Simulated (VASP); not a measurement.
The system is NaCl.

```xyz
2
Lattice="0.0000 2.8027 2.8027 2.8027 0.0000 2.8027 2.8027 2.8027 0.0000" Properties=species:S:1:pos:R:3 pbc="T T T"
Na    0.0000    0.0000    0.0000
Cl    2.8027    2.8027    2.8027
```

Base run:

```yaml
Program: VASP 6.6.1
Functional: r2SCAN
Potentials_or_basis: VASP PAW PBE potentials, release 64 (Na_pv, Cl)
Cutoff: 520 eV
k_mesh: 6 × 6 × 6
Occupations: gaussian, width 0.01 eV
Spin: no spin polarisation
```

Its results: band gap on the k mesh 6.00 eV, direct; pressure -0.1 GPa.

Problem. The run is repeated on the same cell with these changes: functional from r2SCAN to PBE. What comes out?

Solution. Band gap on the k mesh 5.18 eV, direct; pressure 1.2 GPa.

r2SCAN gives the wider gap, since meta-GGAs in the generalised Kohn-Sham scheme recover part of the derivative discontinuity.

Caveats: the PAW data sets were made with another functional, which shifts forces and pressure a little (some runs).

